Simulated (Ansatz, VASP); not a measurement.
**Two plane-wave programs on Na5H**

```
Na H
1.0
     5.76522    0.00000    0.00000
    -2.88261    4.99283    0.00000
     0.00000    0.00000    5.10100
Na H
5 1
Direct
  0.00000 0.60751 0.00000
  0.60751 0.00000 0.00000
  0.39249 0.39249 0.00000
  0.66667 0.33333 0.50000
  0.33333 0.66667 0.50000
  0.00000 0.00000 0.50000
```

Change from the starting cell: species swapped into the CaMg5 type (P-62m, No. 189).

Alike in both runs: task relaxation of cell and atoms; functional PBE; k mesh 3 × 3 × 4; occupations gaussian, width 0.1 eV; no spin polarisation.

|  | VASP | Ansatz |
| --- | --- | --- |
| version | VASP 6.6.1 | Ansatz 0.2.0 |
| potentials or method | VASP PAW PBE potentials, release 64 (Na_sv, H), cutoff 970 eV | scalar-relativistic, plane waves, PAW |
| valence electrons in the cell | 46 | 46 |

Ansatz gave:

- gap on the k mesh at the Fermi level, each at its own relaxed structure (eV): none
- relaxed volume (Å³/atom): 31.06
- relaxed length of the cell vector where the two differ most in proportion (Å): 7.999

Task: Which values does VASP return?

Result: gap on the k mesh at the Fermi level, each at its own relaxed structure (eV): none; relaxed volume (Å³/atom): 26.49; relaxed length of the cell vector where the two differ most in proportion (Å): 7.124.

A gap of «none» marks a metal or a gap that the smearing closes. One of these differences is far larger than is usual between the two programs; its cause wasn't traced.

The k mesh is coarse, so the values compare programs but aren't converged.
